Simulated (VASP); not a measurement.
A run of VASP 6.6.1 is set up as follows.

INCAR

```
SYSTEM = Al31N33
PREC = Accurate
ENCUT = 520
EDIFF = 1E-7
ISMEAR = -1
SIGMA = 0.05
LREAL = Auto
LASPH = .True.
NELM = 100
ALGO = Normal
ISIF = 2
LWAVE = .False.
LCHARG = .True.
GGA = PS
LELF = .True.
LVHAR = .True.
NELECT = 260.0
ISYM = 0
NBANDS = 167
```

The input KPOINTS:

```
Automatic mesh
0
Gamma
  1 1 1
  0.25 0.25 0.25
```

POSCAR

```
Al31N33
1.0
    8.7554440000      0.0000000000      0.0000000000
    0.0000000000      8.7554440000      0.0000000000
    0.0000000000      0.0000000000      8.7554440000
Al N
31 33
Direct
    0.9996550000      0.9998850000      0.0004560000
    0.9971840000      0.9997440000      0.5004810000
    0.9989120000      0.4999780000      0.0004250000
    0.0019570000      0.4995940000      0.5004890000
    0.4996330000      0.9995490000      0.0020630000
    0.4995200000      0.9991350000      0.5005420000
    0.4996810000      0.4996420000      0.9986140000
    0.2494780000      0.2494790000      0.9997590000
    0.2507540000      0.2517540000      0.5047500000
    0.2506810000      0.7499000000      0.0013860000
    0.2498600000      0.7479610000      0.4996000000
    0.7495410000      0.2508210000      0.0020930000
    0.7493070000      0.2489620000      0.5041460000
    0.7497850000      0.7503100000      0.9973680000
    0.7459640000      0.7427170000      0.4976520000
    0.2505330000      0.9986470000      0.2507920000
    0.2495660000      0.0003840000      0.7506270000
    0.2470540000      0.5004740000      0.2500850000
    0.2517610000      0.4963430000      0.7482600000
    0.7484490000      0.9992400000      0.2514410000
    0.7491700000      0.9981550000      0.7497400000
    0.7499970000      0.5091880000      0.2513170000
    0.7500920000      0.4989380000      0.7524600000
    0.9978070000      0.2508950000      0.2506430000
    0.0009520000      0.2490280000      0.7513220000
    0.0030120000      0.7509300000      0.2497680000
    0.9982960000      0.7497660000      0.7494430000
    0.4971630000      0.2501150000      0.2527780000
    0.4954960000      0.2515560000      0.7493430000
    0.5008860000      0.7426800000      0.2546120000
    0.4997900000      0.7461590000      0.7482620000
    0.5670740000      0.5149440000      0.4337280000
    0.1239990000      0.1249680000      0.1263270000
    0.1211680000      0.1216790000      0.6256340000
    0.1222340000      0.6250040000      0.1217640000
    0.1241290000      0.6252530000      0.6271420000
    0.6246380000      0.1266330000      0.1281330000
    0.6244480000      0.1244760000      0.6266750000
    0.6257840000      0.6260090000      0.1196480000
    0.6415050000      0.6353940000      0.6415490000
    0.3750110000      0.3746550000      0.1261110000
    0.3609860000      0.3606440000      0.6395910000
    0.3764160000      0.8759840000      0.1252190000
    0.3742530000      0.8749960000      0.6259350000
    0.8744200000      0.3768500000      0.1256770000
    0.8755660000      0.3740730000      0.6261010000
    0.8743240000      0.8755310000      0.1254430000
    0.8741470000      0.8751640000      0.6238740000
    0.3741140000      0.1248900000      0.3762920000
    0.3748290000      0.1218850000      0.8792030000
    0.3540400000      0.6398320000      0.3572880000
    0.3735420000      0.6248680000      0.8761920000
    0.8721050000      0.1261430000      0.3754600000
    0.8739190000      0.1245220000      0.8764380000
    0.8820600000      0.6263500000      0.3745360000
    0.8770630000      0.6247190000      0.8770190000
    0.1236280000      0.3727550000      0.3751210000
    0.1219490000      0.3745270000      0.8787620000
    0.1225120000      0.8787880000      0.3758610000
    0.1242110000      0.8750630000      0.8758720000
    0.6343270000      0.3762530000      0.3712120000
    0.6251890000      0.3726650000      0.8768160000
    0.6247890000      0.8753910000      0.3752580000
    0.6239880000      0.8767650000      0.8763160000
```

Potentials or basis: VASP PAW PBE potentials, release 64 (Al, N).

Run with:

```sh
$ cat potpaw_PBE.64/Al/POTCAR potpaw_PBE.64/N/POTCAR > POTCAR
$ mpirun -np 1 vasp_std > vasp.out
```

(1) Predict the largest force.

Answers

(1) 0.278 eV/Å.

Caveat: the k points lie up to 0.72 Å⁻¹ apart; the cell carries a net charge on a neutralising background, which shifts energy and pressure; the PAW data sets were made with another functional, which shifts forces and pressure a little.
